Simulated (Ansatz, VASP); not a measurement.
## One calculation of GaF, two programs

INCAR

```
SYSTEM = GaF
ALGO     = Normal         ! electronic algorithm
EDIFF    = 1E-6           ! SCF threshold, eV
ENCUT    = 520            ! plane-wave cutoff, eV
GGA      = PE             ! functional
ISIF     = 2              ! what is computed and relaxed
ISMEAR   = -1             ! smearing method
LASPH    = .True.         ! aspherical terms in the spheres
LCHARG   = .True.         ! write CHGCAR
LELF     = .True.         ! ELF
LREAL    = .False.        ! projectors in reciprocal space
LVHAR    = .True.       
LWAVE    = .False.        ! write WAVECAR
NBANDS   = 17             ! bands
NELM     = 100            ! most SCF steps
PREC     = Accurate       ! precision mode
SIGMA    = 0.05           ! smearing width, eV
```

Contents of KPOINTS:

```
k-points
0
Gamma
  8 8 8
  0 0 0
```

The input POSCAR:

```
GaF
1.0
    0.0000000000      2.8077725818      2.8077725818
    2.8077725818      0.0000000000      2.8077725818
    2.8077725818      2.8077725818      0.0000000000
Ga F
1 1
Direct
    0.2500000000      0.2500000000      0.2500000000
    0.0000000000      0.0000000000      0.0000000000
```

Contents of input.yaml:

```yaml
crystal:
  lattice:
    - [0.0, 2.8077725818, 2.8077725818]
    - [2.8077725818, 0.0, 2.8077725818]
    - [2.8077725818, 2.8077725818, 0.0]
  atoms:
    - { symbol: Ga, position: [0.25, 0.25, 0.25] }
    - { symbol: F, position: [0.0, 0.0, 0.0] }
hamiltonian:
  xc: pbe
  pseudopotentials: { kind: paw }
kpoints:
  mp_grid: { grid: [8, 8, 8] }
scf:
  occupations: { method: fermi_dirac, width: 0.05 }
output:
  forces: true
  stress: true
  eigenvalues: true
```

Alike in both runs: task single point; functional PBE; k mesh 8 × 8 × 8; occupations fermi-dirac, width 0.05 eV; no spin polarisation.

```csv
,VASP,Ansatz
version,VASP 6.6.1,Ansatz 0.2.0
potentials or method,"VASP PAW PBE potentials, release 64 (Ga_d, F)",Ansatz PAW
plane-wave cutoff (eV),520,420
valence electrons in the cell,20,20
```

Ansatz gave:

* gap on the k mesh at the Fermi level (eV): 2.11
* least direct gap on the mesh (eV): 2.11
* pressure (GPa): 1.2

**Question.** Estimate VASP's values.

**Answer.** gap on the k mesh at the Fermi level (eV): 2.10; least direct gap on the mesh (eV): 2.11; pressure (GPa): 1.1.
